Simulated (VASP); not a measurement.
# Li in VASP: a series of runs

The runs below take Li through single point, with PBE.

Everything below comes from runs of VASP 6.6.1. Logs are shortened: lines on timing, memory, paths and dates and some standing lists are left out, and cuts for length are marked.

### 1 The cell of the first run

It takes space group P6_3/mmc (No. 194, hexagonal). The conventional cell has a = 3.111 Å, b = 3.111 Å, c = 5.093 Å, α = 90.00°, β = 90.00°, γ = 120.00°. Within 4.1 Å of Li (site symmetry -6m2) lie 12 Li at 3.11 to 3.12 Å.

This isn't the form of Li at room conditions, which is bcc.

### 2 Single point, PBE

File INCAR:

```
SYSTEM = Li
PREC = Accurate
ENCUT = 520
EDIFF = 1E-7
ISMEAR = -5
SIGMA = 0.1
LREAL = .FALSE.
LASPH = .TRUE.
NELM = 60
ALGO = Normal
ISIF = 2
LWAVE = .FALSE.
LCHARG = .TRUE.
GGA = PE
LELF = .TRUE.
LVHAR = .TRUE.
NBANDS = 10
```

File KPOINTS:

```
regular mesh
0
G
  15 15 8
  0 0 0
```

File POSCAR:

```
Li
1.0
    3.1110021516      0.0000000000      0.0000000000
   -1.5555010758      2.6942068945      0.0000000000
    0.0000000000      0.0000000000      5.0930000000
Li
2
Direct
    0.3333333333      0.6666666667      0.2500000000
    0.6666666667      0.3333333333      0.7500000000
```

Potentials or basis: VASP PAW PBE potentials, release 64 (Li_sv).

Command:

```
cat potpaw_PBE.64/Li_sv/POTCAR > POTCAR
mpirun -np 1 vasp_std > vasp.out
```

OUTCAR:

```text
SYSTEM = Li
   PREC = Accurate
   ENCUT = 520
   EDIFF = 1E-7
   ISMEAR = -5
   LREAL = .FALSE.
   LASPH = .TRUE.
   NELM = 60
   ISIF = 2
   GGA = PE

 ion  position               nearest neighbor table
   1  0.333  0.667  0.250-
   2  0.667  0.333  0.750-

  LATTYP: Found a hexagonal cell.
 ALAT       =     3.1110021516
 C/A-ratio  =     1.6370930497

  Lattice vectors:

 A1 = (   3.1110021516,   0.0000000000,   0.0000000000)
 A2 = (  -1.5555010758,   2.6942068945,   0.0000000000)
 A3 = (   0.0000000000,   0.0000000000,   5.0930000000)

Analysis of symmetry for initial positions (statically):
=====================================================================
 Subroutine PRICEL returns:
 Original cell was already a primitive cell.

 Routine SETGRP: Setting up the symmetry group for a
 hexagonal supercell.

 Subroutine GETGRP returns: Found 24 space group operations
 (whereof 12 operations were pure point group operations)
 out of a pool of 24 trial point group operations.

The static configuration has the point symmetry D_3d.
 The point group associated with its full space group is D_6h.

Analysis of symmetry for dynamics (positions and initial velocities):
=====================================================================
 Subroutine PRICEL returns:
 Original cell was already a primitive cell.

 Routine SETGRP: Setting up the symmetry group for a
 hexagonal supercell.

 Subroutine GETGRP returns: Found 24 space group operations
 (whereof 12 operations were pure point group operations)
 out of a pool of 24 trial point group operations.

The dynamic configuration has the point symmetry D_3d.
 The point group associated with its full space group is D_6h.

 Subroutine INISYM returns: Found 24 space group operations
 (whereof 12 operations are pure point group operations),
 and found     1 'primitive' translations

----------------------------------------------------------------------------------------

                                     Primitive cell

  volume of cell :      42.6879

  direct lattice vectors                    reciprocal lattice vectors
     3.111002152  0.000000000  0.000000000     0.321439829  0.185583372  0.000000000
    -1.555501076  2.694206895  0.000000000     0.000000000  0.371166744  0.000000000
     0.000000000  0.000000000  5.093000000     0.000000000  0.000000000  0.196347929

[... 84 lines left out ...]
   NELM   =     60;   NELMIN=  2; NELMDL= -5     # of ELM steps
   EDIFF  = 0.1E-06   stopping-criterion for ELM
   LREAL  =      F    real-space projection
   EDIFFG = 0.1E-05   stopping-criterion for IOM
   NSW    =      0    number of steps for IOM
   IBRION =     -1    ionic relax: 0-MD 1-quasi-New 2-CG
   NFREE  =      0    steps in history (QN), initial steepest desc. (CG)
   ISIF   =      2    stress and relaxation
   ISYM   =      2    0-nonsym 1-usesym 2-fastsym
   POTIM  = 0.5000    time-step for ionic-motion
   TEBEG  =    0.0;   TEEND  =   0.0 temperature during run
   PSTRESS=    0.0 pullay stress
   NELECT =       6.0000    total number of electrons
   NUPDOWN=      -1.0000    fix difference up-down
   EMIN   =  10.00;   EMAX   =-10.00  energy-range for DOS
   EFERMI =   0.00;   METHOD = LEGACY
   ISMEAR =    -5;   SIGMA  =   0.10  broadening in eV -4-tet -1-fermi 0-gaus
   EFERMI_NEDOS =   21; number of points for ismear=-14 and -15
   IALGO  =     38    algorithm
   IMIX   =      4    mixing-type and parameters
     AMIX     =   0.40;   BMIX     =  1.00
     AMIX_MAG =   1.60;   BMIX_MAG =  1.00
  volume/ion in A,a.u.               =      21.34       144.04
  Fermi-wavevector in a.u.,A,eV,Ry     =   0.851184  1.608505  9.857621  0.724515
  Thomas-Fermi vector in A             =   1.967278
   LORBIT       =      0    0 simple, 1 ext, 2 COOP (PROOUT), +10 PAW based schemes
   GGA     = PE    functional components
   LHFCALC =     F    Hartree Fock is set to
   AEXX    =    0.0000 exact exchange contribution
   IVDW    =     0    specifies the selected vdW correction
   LEPSILON=     F    determine dielectric tensor
   LRPA    =     F    only Hartree local field effects (RPA)
 non-spin polarized calculation
 Fermi weights with tetrahedron method with Bloechl corrections
  energy-cutoff  :      520.00
  volume of cell :       42.69
 maximum number of plane-waves:      1182
 NGX is ok and might be reduce to    24
   NGX = 11   NGY = 11   NGZ = 19

 number of electron       5.9999991 magnetization

 Free energy of the ion-electron system (eV)
  ---------------------------------------------------
  ext. energy  EPLUGINS =         0.00000000
  ---------------------------------------------------
  free energy    TOTEN  =        -3.80796754 eV

  energy without entropy =       -3.80796754  energy(sigma->0) =       -3.80796754

 E-fermi :   0.4819     XC(G=0):  -6.9198

 val. band max:        0.5416736602   @ k =   0.4667   0.0667   0.1250
 cond. band min:       0.4716267462   @ k =   0.4000   0.0667   0.3750
 fundamental gap:     -0.0700469140
 Fermi energy:         0.4819052891

 k-point     1 :       0.0000    0.0000    0.0000
  band No.  band energies     occupation
      1     -46.1336      2.00000
      2     -46.1192      2.00000
      3      -3.0086      2.00000
      4       0.4762      1.49230
      5       3.2232      0.00000
      6      12.5229      0.00000
      7      12.5230      0.00000
      8      13.8739      0.00000
      9      13.8740      0.00000
     10      14.3920      0.00000
[... 287 lines left out ...]
 k-point    24 :       0.4000    0.2000    0.0000
  band No.  band energies     occupation
      1     -46.1174      2.00000
      2     -46.1146      2.00000
      3       0.9918     -0.24949
      4       1.9204      0.00000
      5       4.6626      0.00000
      6       5.6179      0.00000
      7       6.5087      0.00000
      8       6.6488      0.00000
      9      10.0957      0.00000
     10      10.5621      0.00000

 [... further k-points ...]
[... 5 lines left out ...]
  --------------------------------------------------------------------------------------
  -------------------------------------------------------------------------------------
  Total       -0.1945803     -0.1945803     -0.2149743      0.0000000     -0.0000000      0.0000000
  in kB       -7.3030532     -7.3030532     -8.0684872      0.0000000     -0.0000000      0.0000000
  external PRESSURE =      -7.5581979 kB  Pullay stress =       0.0000000 kB

 VOLUME and BASIS-vectors are now :
 -----------------------------------------------------------------------------
  energy-cutoff  :      520.00
  volume of cell :       42.69
      direct lattice vectors                 reciprocal lattice vectors
     3.111002152  0.000000000  0.000000000     0.321439829  0.185583372  0.000000000
    -1.555501076  2.694206895  0.000000000     0.000000000  0.371166744  0.000000000
     0.000000000  0.000000000  5.093000000     0.000000000  0.000000000  0.196347929

 POSITION                                       TOTAL-FORCE (eV/Angst)
 -----------------------------------------------------------------------------------
     -0.00000      1.79614      1.27325        -0.000000      0.000000      0.000000
      1.55550      0.89807      3.81975         0.000000      0.000000      0.000000
 -----------------------------------------------------------------------------------
    total drift:                               -0.000000      0.000000      0.000000

  FREE ENERGIE OF THE ION-ELECTRON SYSTEM (eV)
  ---------------------------------------------------
  free  energy   TOTEN  =        -3.8079675387 eV

  energy  without entropy=       -3.8079675387  energy(sigma->0) =       -3.80796754
```

OSZICAR:

```text
N       E                     dE             d eps       ncg     rms          rms(c)
DAV:   1     0.171312090208E+02    0.17131E+02   -0.32900E+03  2700   0.565E+02
DAV:   2    -0.121881189941E+01   -0.18350E+02   -0.17929E+02  3550   0.109E+02
DAV:   3    -0.376908648111E+01   -0.25503E+01   -0.25356E+01  4408   0.308E+01
DAV:   4    -0.381111134709E+01   -0.42025E-01   -0.41772E-01  3548   0.443E+00
DAV:   5    -0.381151985787E+01   -0.40851E-03   -0.40669E-03  3614   0.437E-01    0.352E-01
DAV:   6    -0.380912870320E+01    0.23912E-02   -0.63962E-04  4810   0.121E-01    0.199E-01
DAV:   7    -0.380797302565E+01    0.11557E-02   -0.12113E-03  5228   0.162E-01    0.356E-02
DAV:   8    -0.380797660914E+01   -0.35835E-05   -0.19371E-05  3228   0.392E-02    0.193E-03
DAV:   9    -0.380797060785E+01    0.60013E-05   -0.10171E-06  4432   0.963E-03    0.598E-04
DAV:  10    -0.380796763645E+01    0.29714E-05   -0.46443E-08  2304   0.183E-03    0.146E-04
DAV:  11    -0.380796749184E+01    0.14461E-06   -0.10353E-08  1694   0.881E-04    0.590E-05
DAV:  12    -0.380796753866E+01   -0.46818E-07   -0.21269E-09  1548   0.449E-04
   1 F= -.38079675E+01 E0= -.38079675E+01  d E =0.000000E+00
```

It took 47 s on 1 thread of Intel Xeon 8259CL, shared host; peak memory 0.18 GiB.

Results:

| Quantity | Value |
| --- | --- |
| Free energy | -3.8080 eV |
| Band gap on the k mesh | zero (bands 3 and 4 overlap by 4.51 eV) |

Caveat: the cutoff is under 1.25 times the usual one of these potentials, so pressure, stress and relaxed cells hold a basis-set (Pulay) error; tetrahedron occupations give inexact forces and stress in metals.

### 3 Single point, PBE (atom 2 (Li) moved by [0.0, 0.0, 0.05] A)

File INCAR:

```
  PREC = Accurate
  ENCUT = 520
  EDIFF = 1E-6
  ISMEAR = -1
  SIGMA = 0.03
  LREAL = F
  LASPH = T
  NELM = 60
  ALGO = Normal
  ISIF = 2
  LWAVE = F
  LCHARG = F
  GGA = PE
  NBANDS = 10
```

File KPOINTS:

```
regular mesh
0
Gamma
  15 15 8
```

Changes to POSCAR since step 2:

```diff
@@ -9,2 +9,2 @@
     0.3333333333      0.6666666667      0.2500000000
-    0.6666666667      0.3333333333      0.7500000000
+    0.6666666667      0.3333333333      0.7598173964
```

Potentials or basis: VASP PAW PBE potentials, release 64 (Li_sv).

Command:

```
cat potpaw_PBE.64/Li_sv/POTCAR > POTCAR
mpirun -np 1 vasp_std > vasp.out
```

It took 73 s on 1 thread of Intel Xeon 8259CL, shared host; peak memory 0.19 GiB.

It converged, with:

| Quantity | Value |
| --- | --- |
| Free energy | -3.8067 eV |
| Largest force | 0.056 eV/Å |
| Band gap on the k mesh | zero (bands 3 and 4 overlap by 4.49 eV) |

Forces in eV/Å, atoms in the order of the input:
```
Li   0.000  0.000  0.056
Li   0.000  0.000 -0.056
```

Levels at points of the mesh, in eV from the Fermi level:
| k point | band 1 | band 2 | band 3 | band 4 | band 5 | band 6 |
| --- | --- | --- | --- | --- | --- | --- |
| (0.00, 0.00, 0.00) | -46.62 | -46.60 | -3.49 | -0.01 | 2.74 | 12.04 |
| (0.00, 0.00, 0.50) | -46.61 | -46.61 | -2.43 | -2.38 | 7.52 | 7.79 |

Caveat: the cell differs from its parent crystal (atom 2 (Li) moved by [0.0, 0.0, 0.05] A); the cutoff is under 1.25 times the usual one of these potentials, so pressure, stress and relaxed cells hold a basis-set (Pulay) error.

### 4 Single point, PBE (xy shear strain of -3 %)

File INCAR:

```
SYSTEM = Li
  ALGO = Normal
  EDIFF = 1E-6
  ENCUT = 520
  GGA = PE
  ISIF = 2
  ISMEAR = -1
  LASPH = .True.
  LCHARG = .False.
  LREAL = .False.
  LWAVE = .False.
  NBANDS = 10
  NELM = 80
  PREC = Accurate
  SIGMA = 0.03
```

File KPOINTS:

```
k-points
0
Gamma
  15 15 8
  0 0 0
```

File POSCAR:

```
Li
1.0
    3.1110021516     -0.0466650323      0.0000000000
   -1.5959141792      2.7175394106      0.0000000000
    0.0000000000      0.0000000000      5.0930000000
Li
2
Direct
    0.3333333333      0.6666666667      0.2500000000
    0.6666666667      0.3333333333      0.7500000000
```

Potentials or basis: VASP PAW PBE potentials, release 64 (Li_sv).

Command:

```
cat potpaw_PBE.64/Li_sv/POTCAR > POTCAR
mpirun -np 1 vasp_std > vasp.out
```

OUTCAR:

```text
SYSTEM = Li
   EDIFF = 1E-6
   ENCUT = 520
   GGA = PE
   ISIF = 2
   ISMEAR = -1
   LASPH = .True.
   LREAL = .False.
   NELM = 80
   PREC = Accurate

 ion  position               nearest neighbor table
   1  0.333  0.667  0.250-
   2  0.667  0.333  0.750-

  LATTYP: Found a simple monoclinic cell.
 ALAT       =     3.0706776954
 B/A-ratio  =     1.6585915245
 C/A-ratio  =     1.0132460741
 COS(beta)  =    -0.4803040536

  Lattice vectors:

 A1 = (   1.5150879724,   2.6708743783,   0.0000000000)
 A2 = (   0.0000000000,   0.0000000000,  -5.0930000000)
[... 490 lines left out ...]
      6      10.2281      0.00000
      7      11.1215      0.00000
      8      13.7625      0.00000
      9      13.9512      0.00000
     10      14.2691      0.00000

 [... further k-points ...]
[... 5 lines left out ...]
  --------------------------------------------------------------------------------------
  -------------------------------------------------------------------------------------
  Total       -0.2014587     -0.1977882     -0.1914841      0.0300823      0.0000000      0.0000000
  in kB       -7.5629195     -7.4251232     -7.1884632      1.1293121      0.0000000      0.0000000
  external PRESSURE =      -7.3921686 kB  Pullay stress =       0.0000000 kB

 VOLUME and BASIS-vectors are now :
 -----------------------------------------------------------------------------
  energy-cutoff  :      520.00
  volume of cell :       42.68
      direct lattice vectors                 reciprocal lattice vectors
     3.111002152 -0.046665032  0.000000000     0.324296546  0.190447820  0.000000000
    -1.595914179  2.717539411  0.000000000     0.005568754  0.371250275  0.000000000
     0.000000000  0.000000000  5.093000000     0.000000000  0.000000000  0.196347929

 POSITION                                       TOTAL-FORCE (eV/Angst)
 -----------------------------------------------------------------------------------
     -0.02694      1.79614      1.27325         0.008612      0.000570      0.000000
      1.54203      0.87474      3.81975        -0.008612     -0.000570      0.000000
 -----------------------------------------------------------------------------------
    total drift:                               -0.000000      0.000000     -0.000000

  FREE ENERGIE OF THE ION-ELECTRON SYSTEM (eV)
  ---------------------------------------------------
  free  energy   TOTEN  =        -3.8078155154 eV

  energy  without entropy=       -3.8049673010  energy(sigma->0) =       -3.80639141
```

stdout:

```text
POSCAR found type information on POSCAR Li
 POSCAR found :  1 types and       2 ions
 scaLAPACK will be used
 LDA part: xc-table for (Slater+PW92), standard interpolation
 POSCAR, INCAR and KPOINTS ok, starting setup
 FFT: planning ... GRIDC
 FFT: planning ... GRID_SOFT
 FFT: planning ... GRID
 WAVECAR not read
 entering main loop
```

Wall time 2.7 min (1 thread of Intel Xeon 8259CL, shared host); peak memory 0.29 GiB.

What came out:

```yaml
Free_energy: -3.8078 eV
Largest_force: 0.009 eV/Å
Band_gap_on_the_k_mesh: zero (bands 3 and 4 overlap by 4.51 eV)
```

Forces in eV/Å, atoms in the order of the input:
```
Li   0.009  0.001  0.000
Li  -0.009 -0.001  0.000
```

Levels at points of the mesh, in eV from the Fermi level:
| k point | band 1 | band 2 | band 3 | band 4 | band 5 | band 6 | band 7 |
| --- | --- | --- | --- | --- | --- | --- | --- |
| (0.00, 0.00, 0.00) | -46.62 | -46.61 | -3.50 | -0.01 | 2.73 | 11.81 | 12.24 |
| (0.00, 0.00, 0.50) | -46.62 | -46.62 | -2.41 | -2.41 | 7.65 | 7.65 | 12.69 |

Caveat: the cell differs from its parent crystal (xy shear strain of -3 %); the cutoff is under 1.25 times the usual one of these potentials, so pressure, stress and relaxed cells hold a basis-set (Pulay) error.

### 5 The runs side by side

```tsv
cell	smearing	gap on the mesh (eV)	largest force (eV/Å)
a = 3.111, b = 3.111, c = 5.093 Å, angles 90.0, 90.0, 120.0°, 2 atoms, atomic positions A	tetrahedron	none	-
a = 3.111, b = 3.111, c = 5.093 Å, angles 90.0, 90.0, 120.0°, 2 atoms, atomic positions B	fermi-dirac 0.03 eV	none	0.06
a = 3.111, b = 3.152, c = 5.093 Å, angles 90.0, 90.0, 121.3°, 2 atoms, atomic positions A	fermi-dirac 0.03 eV	none	0.01
```

Alike in all rows: task single point; level PBE; potentials or basis VASP PAW PBE potentials, release 64 (Li_sv); no spin polarisation; k mesh 15 × 15 × 8; cutoff (eV) 520.

Caveats: the cutoff is under 1.25 times the usual one of these potentials, so pressure, stress and relaxed cells hold a basis-set (Pulay) error; tetrahedron occupations give inexact forces and stress in metals (at least some runs).

Total energies depend on the potentials used, so only differences within one code and one set of settings carry meaning.
